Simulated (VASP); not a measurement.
Here is a VASP 6.6.1 calculation.

File INCAR:

```
SYSTEM = WC
ALGO = Normal ; EDIFF = 1E-6
ENCUT = 520 ; GGA = PS
ISIF = 2 ; ISMEAR = -1
LASPH = .TRUE. ; LCHARG = .TRUE.
LELF = .TRUE. ; LREAL = .FALSE.
LVHAR = .TRUE. ; LWAVE = .FALSE.
NBANDS = 16 ; NELM = 100
PREC = Accurate ; SIGMA = 0.05
```

The input KPOINTS:

```
k-points
0
G
  13 13 12
  0 0 0
```

The input POSCAR:

```
WC
1.0
    2.8417946007      0.0000000000      0.0000000000
   -1.4208973004      2.4610663166      0.0000000000
    0.0000000000      0.0000000000      2.7717403707
W C
1 1
Direct
    0.0000000000      0.0000000000      0.0000000000
    0.6666666667      0.3333333333      0.5000000000
```

Potentials or basis: VASP PAW PBE potentials, release 64 (W_sv, C).

Launch:

```sh
$ cat potpaw_PBE.64/W_sv/POTCAR potpaw_PBE.64/C/POTCAR > POTCAR
$ mpirun -np 1 vasp_std > vasp.out
```

Problem. Predict the band gap on the k mesh.

Solution. Zero (band 9 reaches 12.62 eV, above the bottom of band 10 at 11.25 eV).

Problem. What does it give for the pressure?

Solution. 29.2 GPa.

Stress tensor (GPa, compression positive):
```
27.84  0.00  0.00
 0.00 27.84  0.00
 0.00  0.00 32.05
```

Caveat: the PAW data sets were made with another functional, which shifts forces and pressure a little; spin-orbit coupling is left out, which moves the levels of the heavy elements.
